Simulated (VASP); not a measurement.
Here is a VASP 6.6.1 calculation.

Contents of INCAR:

```
SYSTEM = NbAs
PREC     = Accurate       ! precision mode
ENCUT    = 520            ! plane-wave cutoff, eV
EDIFF    = 1E-6           ! SCF threshold, eV
ISMEAR   = 0              ! smearing method
SIGMA    = 0.1            ! smearing width, eV
LREAL    = .FALSE.        ! projectors in reciprocal space
LASPH    = .TRUE.         ! aspherical terms in the spheres
NELM     = 100            ! most SCF steps
ALGO     = Normal         ! electronic algorithm
ISIF     = 2              ! what is computed and relaxed
LWAVE    = .FALSE.        ! write WAVECAR
LCHARG   = .FALSE.        ! write CHGCAR
GGA      = PE             ! functional
NBANDS   = 26             ! bands
```

File KPOINTS:

```
Automatic mesh
0
G
  18 18 18
  0 0 0
```

POSCAR

```
NbAs
1.0
   -1.7226092495      1.7226092495      5.7922232664
    1.7226092495     -1.7226092495      5.7922232664
    1.7226092495      1.7226092495     -5.7922232664
Nb As
2 2
Direct
   -0.0013400136     -0.0013400136      0.0000000000
    0.7486599864      0.2486599864      0.5000000000
    0.4173400136      0.4173400136      0.0000000000
    0.1673400136      0.6673400136      0.5000000000
```

Potentials or basis: VASP PAW PBE potentials, release 64 (Nb_sv, As).

Launch:

```console
$ cat potpaw_PBE.64/Nb_sv/POTCAR potpaw_PBE.64/As/POTCAR > POTCAR
$ mpirun -np 1 vasp_std > vasp.out
```

Problem. Estimate the band gap on the k mesh.

Solution. Zero (bands 18 and 19 overlap by 0.03 eV).

Problem. Estimate the pressure.

Solution. 5.2 GPa.

Caveat: the cell stands under pressure.
